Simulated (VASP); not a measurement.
The system is AlN.

```
Al N
1.0
     3.11300    0.00000    0.00000
    -1.55650    2.69594    0.00000
     0.00000    0.00000    4.98100
Al N
2 2
Direct
  0.33333 0.66667 0.00000
  0.66667 0.33333 0.50000
  0.33333 0.66667 0.38000
  0.66667 0.33333 0.88000
```

Base run:

| Item | Value |
| --- | --- |
| Program | VASP 6.6.1 |
| Functional | r2SCAN |
| Potentials or basis | VASP PAW PBE potentials, release 64 (Al, N) |
| Cutoff | 520 eV |
| k mesh | 6 × 6 × 4 |
| Occupations | gaussian, width 0.01 eV |
| Spin | no spin polarisation |

Its results: band gap on the k mesh 4.90 eV, direct; pressure -1.3 GPa; largest force 0.126 eV/Å.

Task: The run is repeated on the same cell with these changes: functional from r2SCAN to PBE. What comes out?

Result: Band gap on the k mesh 4.22 eV, direct; pressure 3.5 GPa; largest force 0.130 eV/Å.

r2SCAN gives the wider gap, since meta-GGAs in the generalised Kohn-Sham scheme recover part of the derivative discontinuity.

Caveats: the PAW data sets were made with another functional, which shifts forces and pressure a little (some runs).

